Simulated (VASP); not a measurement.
# Zr in VASP: further runs

Zr is run at these levels: PBE; tasks: single point.

Everything below comes from runs of VASP 6.6.1. Logs are shortened: lines on timing, memory, paths and dates and some standing lists are left out, and cuts for length are marked.

### 1 The cell of the first run

The cell holds a sheet with vacuum, 2 atoms: a = 3.189 Å, b = 3.189 Å, c = 17.000 Å, α = 90.00°, β = 90.00°, γ = 90.00°.

### 2 Single point, PBE

Contents of INCAR:

```
SYSTEM = Zr
  PREC = Accurate
  ENCUT = 520
  EDIFF = 1E-7
  ISMEAR = 0
  SIGMA = 0.1
  LREAL = .False.
  LASPH = .True.
  NELM = 80
  ALGO = Normal
  ISIF = 2
  LWAVE = .False.
  LCHARG = .False.
  LDIPOL = .True.
  IDIPOL = 3
  DIPOL = 0.5 0.5 0.500
  GGA = PE
  NBANDS = 19
```

Contents of KPOINTS:

```
regular mesh
0
Gamma
  6 6 1
  0 0 0
```

Contents of POSCAR:

```
Zr
1.0
    3.1890520000      0.0000000000      0.0000000000
    0.0000000000      3.1890520000      0.0000000000
    0.0000000000      0.0000000000     17.0000000000
Zr
2
Direct
    0.5000000000      0.0000000000      0.4336764700
    0.0000000000      0.5000000000      0.5663235300
```

Potentials or basis: VASP PAW PBE potentials, release 64 (Zr_sv).

Started as:

```console
cat potpaw_PBE.64/Zr_sv/POTCAR > POTCAR
mpirun -np 1 vasp_std > vasp.out
```

OUTCAR:

```text
SYSTEM = Zr
   PREC = Accurate
   ENCUT = 520
   EDIFF = 1E-7
   ISMEAR = 0
   LREAL = .False.
   LASPH = .True.
   NELM = 80
   ISIF = 2
   GGA = PE

 ion  position               nearest neighbor table
   1  0.500  0.000  0.434-   2 3.19   2 3.19   2 3.19   2 3.19
   2  0.000  0.500  0.566-   1 3.19   1 3.19   1 3.19   1 3.19

  LATTYP: Found a simple tetragonal cell.
 ALAT       =     3.1890520000
 C/A-ratio  =     5.3307377867

  Lattice vectors:

 A1 = (   3.1890520000,   0.0000000000,   0.0000000000)
 A2 = (   0.0000000000,   3.1890520000,   0.0000000000)
 A3 = (   0.0000000000,   0.0000000000,  17.0000000000)

Analysis of symmetry for initial positions (statically):
=====================================================================
 Subroutine PRICEL returns:
 Original cell was already a primitive cell.

 Routine SETGRP: Setting up the symmetry group for a
 simple tetragonal supercell.

 Subroutine GETGRP returns: Found 16 space group operations
 (whereof  8 operations were pure point group operations)
 out of a pool of 16 trial point group operations.

The static configuration has the point symmetry D_2d.
 The point group associated with its full space group is D_4h.

Analysis of symmetry for dynamics (positions and initial velocities):
=====================================================================
 Subroutine PRICEL returns:
 Original cell was already a primitive cell.

 Routine SETGRP: Setting up the symmetry group for a
 simple tetragonal supercell.

 Subroutine GETGRP returns: Found 16 space group operations
 (whereof  8 operations were pure point group operations)
 out of a pool of 16 trial point group operations.

The dynamic configuration has the point symmetry D_2d.
 The point group associated with its full space group is D_4h.

 Subroutine INISYM returns: Found 16 space group operations
 (whereof  8 operations are pure point group operations),
 and found     1 'primitive' translations

----------------------------------------------------------------------------------------

                                     Primitive cell

  volume of cell :     172.8909

  direct lattice vectors                    reciprocal lattice vectors
     3.189052000  0.000000000  0.000000000     0.313572811  0.000000000  0.000000000
     0.000000000  3.189052000  0.000000000     0.000000000  0.313572811  0.000000000
     0.000000000  0.000000000 17.000000000     0.000000000  0.000000000  0.058823529

  length of vectors
[... 71 lines left out ...]
   IBRION =     -1    ionic relax: 0-MD 1-quasi-New 2-CG
   NFREE  =      0    steps in history (QN), initial steepest desc. (CG)
   ISIF   =      2    stress and relaxation
   ISYM   =      2    0-nonsym 1-usesym 2-fastsym
   POTIM  = 0.5000    time-step for ionic-motion
   TEBEG  =    0.0;   TEEND  =   0.0 temperature during run
   PSTRESS=    0.0 pullay stress
   NELECT =      24.0000    total number of electrons
   NUPDOWN=      -1.0000    fix difference up-down
   EMIN   =  10.00;   EMAX   =-10.00  energy-range for DOS
   EFERMI =   0.00;   METHOD = LEGACY
   ISMEAR =     0;   SIGMA  =   0.10  broadening in eV -4-tet -1-fermi 0-gaus
   EFERMI_NEDOS =   21; number of points for ismear=-14 and -15
   IALGO  =     38    algorithm
   IMIX   =      4    mixing-type and parameters
     AMIX     =   0.40;   BMIX     =  1.00
     AMIX_MAG =   1.60;   BMIX_MAG =  1.00
  volume/ion in A,a.u.               =      86.45       583.36
  Fermi-wavevector in a.u.,A,eV,Ry     =   0.847659  1.601843  9.776138  0.718526
  Thomas-Fermi vector in A             =   1.963200
   LORBIT       =      0    0 simple, 1 ext, 2 COOP (PROOUT), +10 PAW based schemes
   GGA     = PE    functional components
   LHFCALC =     F    Hartree Fock is set to
   AEXX    =    0.0000 exact exchange contribution
   IVDW    =     0    specifies the selected vdW correction
   LEPSILON=     F    determine dielectric tensor
   LRPA    =     F    only Hartree local field effects (RPA)
 non-spin polarized calculation
 Gauss-broadening in eV      SIGMA  =   0.10
  energy-cutoff  :      520.00
  volume of cell :      172.89
 maximum number of plane-waves:      4692
 NGX is ok and might be reduce to    24
   NGX = 11   NGY = 11   NGZ = 63

 number of electron      24.0000000 magnetization

 dipolmoment           0.000000      0.000000     -0.000000 electrons x Angstroem

 Free energy of the ion-electron system (eV)
  ---------------------------------------------------
  ext. energy  EPLUGINS =         0.00000000
  ---------------------------------------------------
  free energy    TOTEN  =       -15.22218096 eV

  energy without entropy =      -15.20950956  energy(sigma->0) =      -15.21584526

 E-fermi :  -0.2541     XC(G=0):  -4.2589

 val. band max:       -0.2575452073   @ k =   0.1667   0.0000   0.0000
 cond. band min:      -0.1754692670   @ k =   0.5000   0.0000   0.0000
 fundamental gap:      0.0820759403
 Fermi energy:        -0.2540936552

 k-point     1 :       0.0000    0.0000    0.0000
  band No.  band energies     occupation
      1     -49.3871      2.00000
      2     -49.2942      2.00000
      3     -27.6175      2.00000
      4     -27.1712      2.00000
      5     -27.1504      2.00000
      6     -27.1504      2.00000
[... 197 lines left out ...]
      6     -27.3844      2.00000
[... 11 lines left out ...]
     18       3.9683      0.00000
     19       5.1360      0.00000

------------------------ aborting loop because EDIFF is reached ----------------------------------------

 vacuum level on the upper side and lower side of the slab       (xc-potential included)        -0.158        -0.158

  FORCE on cell =-STRESS in cart. coord.  units (eV):
  Direction    XX          YY          ZZ          XY          YZ          ZX
  --------------------------------------------------------------------------------------
  -------------------------------------------------------------------------------------
  Total       -3.7494163     -3.7494163     -2.7986164      0.0000000      0.0000000      0.0000000
  in kB      -34.7457848    -34.7457848    -25.9347362      0.0000000      0.0000000      0.0000000
  external PRESSURE =     -31.8087686 kB  Pullay stress =       0.0000000 kB

 VOLUME and BASIS-vectors are now :
 -----------------------------------------------------------------------------
  energy-cutoff  :      520.00
  volume of cell :      172.89
      direct lattice vectors                 reciprocal lattice vectors
     3.189052000  0.000000000  0.000000000     0.313572811  0.000000000  0.000000000
     0.000000000  3.189052000  0.000000000     0.000000000  0.313572811  0.000000000
     0.000000000  0.000000000 17.000000000     0.000000000  0.000000000  0.058823529

 POSITION                                       TOTAL-FORCE (eV/Angst)
 -----------------------------------------------------------------------------------
      1.59453      0.00000      7.37250         0.000000      0.000000      1.233273
      0.00000      1.59453      9.62750        -0.000000     -0.000000     -1.233273
 -----------------------------------------------------------------------------------
    total drift:                                0.000000      0.000000      0.000000

  FREE ENERGIE OF THE ION-ELECTRON SYSTEM (eV)
  ---------------------------------------------------
  free  energy   TOTEN  =       -15.2221809573 eV

  energy  without entropy=      -15.2095095607  energy(sigma->0) =      -15.21584526

 vacuum level on the upper side and lower side of the slab         3.543         3.543
```

OSZICAR:

```text
N       E                     dE             d eps       ncg     rms          rms(c)
DAV:   1     0.189924635224E+03    0.18992E+03   -0.12196E+04   460   0.104E+03
DAV:   2     0.535310055939E+00   -0.18939E+03   -0.18666E+03   510   0.299E+02
DAV:   3    -0.163687185146E+02   -0.16904E+02   -0.16659E+02   660   0.595E+01
[... 12 lines left out ...]
DAV:  16    -0.152221543031E+02   -0.10748E-03   -0.76823E-06   454   0.114E-02    0.151E-03
DAV:  17    -0.152221714603E+02   -0.17157E-04   -0.15750E-06   360   0.570E-03    0.103E-03
DAV:  18    -0.152221801243E+02   -0.86640E-05   -0.57422E-07   352   0.233E-03    0.273E-04
DAV:  19    -0.152221809089E+02   -0.78466E-06   -0.50559E-08   308   0.735E-04    0.102E-04
DAV:  20    -0.152221809573E+02   -0.48376E-07   -0.55322E-09   278   0.280E-04
   1 F= -.15222181E+02 E0= -.15215845E+02  d E =-.126714E-01
```

Run time: 18 s. Hardware: 1 thread of Intel Xeon 6975P-C (Granite Rapids), shared host; peak memory 0.24 GiB.

What came out:

* Free energy: -15.2222 eV
* Largest force: 1.233 eV/Å
* Band gap on the k mesh: zero (band 12 reaches -0.18 eV, above the bottom of band 13 at -0.47 eV)

Forces on the atoms (eV/Å):
```
Zr   0.000  0.000  1.233
Zr   0.000  0.000 -1.233
```

### 3 Single point, PBE

This run uses another cell than the first one, of 127.18 Å³/atom, 1.471 times its volume.

Contents of INCAR:

```
  ALGO = Normal
  DIPOL = 0.5 0.5 0.300
  EDIFF = 1E-7
  ENCUT = 520
  GGA = PE
  IDIPOL = 3
  ISIF = 2
  ISMEAR = 0
  LASPH = T
  LCHARG = F
  LDIPOL = T
  LREAL = F
  LWAVE = F
  NBANDS = 19
  NELM = 100
  PREC = Accurate
  SIGMA = 0.1
```

Contents of KPOINTS:

```
k-points
0
Gamma
  6 6 1
```

Contents of POSCAR:

```
Zr
1.0
    2.9974415537      0.0000000000      0.0000000000
    0.0000000000      2.9974415537      0.0000000000
    0.0000000000      0.0000000000     28.3100000400
Zr
2
Direct
    0.5000000000      0.0000000000      0.2620199818
    0.0000000000      0.5000000000      0.3384745423
```

Potentials or basis: VASP PAW PBE potentials, release 64 (Zr_sv).

Started as:

```console
cat potpaw_PBE.64/Zr_sv/POTCAR > POTCAR
mpirun -np 1 vasp_std > vasp.out
```

Wall time 37 s (1 thread of Intel Xeon 6975P-C (Granite Rapids), shared host); peak memory 0.34 GiB.

It converged, with:

```
Free energy            : -15.5237 eV
Largest force          : 0.007 eV/Å
Band gap on the k mesh : zero (band 12 reaches -1.60 eV, above the bottom of band 13 at -1.99 eV)
```

Forces on the atoms (eV/Å):
```
Zr   0.000  0.000 -0.007
Zr   0.000  0.000  0.007
```

Levels at points of the mesh, in eV from the Fermi level:
```
           k point  band 10  band 11  band 12  band 13  band 14  band 15
(0.00, 0.00, 0.00)    -3.15    -2.08    -0.39    -0.33     0.59     2.15
(0.50, 0.00, 0.00)    -2.16     0.05     0.05     0.64     0.64     1.84
(0.50, 0.50, 0.00)    -2.63    -1.44    -1.44     2.16     2.16     3.47
```
